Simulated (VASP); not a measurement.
A run of VASP 6.6.1 is set up as follows.

The input INCAR:

```
SYSTEM = Cu
ALGO = Fast
EDIFF = 1E-6
ENCUT = 520
ISIF = 2
ISMEAR = 1
LASPH = .True.
LCHARG = .True.
LELF = .True.
LREAL = .False.
LVHAR = .True.
LWAVE = .False.
NBANDS = 12
NELM = 60
PREC = Accurate
SIGMA = 0.2
```

File KPOINTS:

```
k-points
0
Gamma
  13 13 13
  0 0 0
```

The input POSCAR:

```
Cu
1.0
    2.4330683800      0.0000000000      0.0000000000
   -0.7211476517      2.3497415139      0.0000000000
   -0.7179116391     -1.2485755556      2.0041861375
Cu
1
Direct
    0.0000000000      0.5000000000      0.5000000000
```

Potentials or basis: VASP PAW LDA potentials, release 64 (Cu).

Launch:

```console
$ cat potpaw_LDA.64/Cu/POTCAR > POTCAR
$ mpirun -np 1 vasp_std > vasp.out
```

Estimate the pressure.

-6.6 GPa.

Stress tensor (GPa, compression positive):
```
-4.05 -0.91 -0.82
-0.91 -7.06 -0.78
-0.82 -0.78 -8.73
```

Caveat: the cell differs from its parent crystal (the cell strained at random).
